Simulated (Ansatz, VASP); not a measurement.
## Two plane-wave programs on TaN

```
Ta N
1.0
     5.19600    0.00000    0.00000
    -2.59800    4.49987    0.00000
     0.00000    0.00000    2.91100
Ta N
3 3
Cartesian
  0.0000 0.0000 0.0000
  2.5980 1.5000 1.4555
  0.0000 2.9999 1.4555
  -1.0206 1.7678 0.0000
  1.5774 2.7321 0.0000
  2.0412 0.0000 0.0000
```

Alike in both runs: task relaxation of cell and atoms; functional RPBE; dispersion D3(BJ); k mesh 6 × 6 × 9; occupations fermi-dirac, width 0.05 eV; no spin polarisation.

```csv
,VASP,Ansatz
version,VASP 6.6.1,Ansatz 0.2.0
potentials or method,"VASP PAW PBE potentials, release 64 (Ta_pv, N)",Ansatz PAW
plane-wave cutoff (eV),600,420
valence electrons in the cell,48,54
```

Ansatz gave:

- gap on the k mesh at the Fermi level, each at its own relaxed structure (eV): none
- relaxed volume (Å³/atom): 10.31
- relaxed cell length with the largest relative difference (Å): 5.011

Estimate VASP's values.

gap on the k mesh at the Fermi level, each at its own relaxed structure (eV): none; relaxed volume (Å³/atom): 10.34; relaxed cell length with the largest relative difference (Å): 5.017.

VASP's potentials were made for PBE, not for RPBE. A gap of «none» marks a metal or a gap that the smearing closes. VASP's potentials hold 48 valence electrons a cell and Ansatz's 54, so a difference there can come from the potentials and not from the codes.

Spin-orbit coupling is off throughout. Noted on Ansatz's run: the plane-wave basis is chosen anew once the cell has moved, so the energies of steps on either side of that aren't comparable.
